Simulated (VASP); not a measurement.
A run of VASP 6.6.1 is set up as follows.

The input POSCAR:

```
Rh
1.0
    0.0000000000      1.8978500000      1.8978500000
    1.8978500000      0.0000000000      1.8978500000
    1.8978500000      1.8978500000      0.0000000000
Rh
1
Direct
    0.0000000000      0.0000000000      0.0000000000
```

INCAR.step1

```
SYSTEM = Rh
PREC = Accurate
ENCUT = 680
ISMEAR = -1
SIGMA = 0.05
LREAL = .FALSE.
LASPH = .TRUE.
NELM = 120
NBANDS = 14
GGA = PE
ALGO = Normal
EDIFF = 1E-5
LWAVE = .TRUE.
LCHARG = .FALSE.
GGA_COMPAT = .FALSE.
```

File INCAR.step2:

```
SYSTEM = Rh
PREC = Accurate
ENCUT = 680
EDIFF = 1E-6
ISMEAR = -1
SIGMA = 0.05
LREAL = .FALSE.
LASPH = .TRUE.
NELM = 120
ALGO = Normal
ISIF = 2
LWAVE = .FALSE.
LCHARG = .FALSE.
METAGGA = R2SCAN
LMIXTAU = .TRUE.
NBANDS = 14
ISTART = 1
GGA_COMPAT = .FALSE.
```

KPOINTS

```
Automatic mesh
0
G
  12 12 12
  0 0 0
```

Potentials or basis: VASP PAW PBE potentials, release 64 (Rh_sv_GW).

The run is started by

```console
$ cat potpaw_PBE.64/Rh_sv_GW/POTCAR > POTCAR
$ cp INCAR.step1 INCAR
$ mpirun -np 1 vasp_std > vasp.out
$ cp INCAR.step2 INCAR
$ mpirun -np 1 vasp_std > vasp.out
```

(1) Predict the band gap on the k mesh.

(2) Predict the pressure.

## Answers

(1) zero (an odd number of electrons rules out a gap without spin polarisation).

(2) 0.9 GPa.

Caveat: the PAW data sets were made with another functional, which shifts forces and pressure a little.
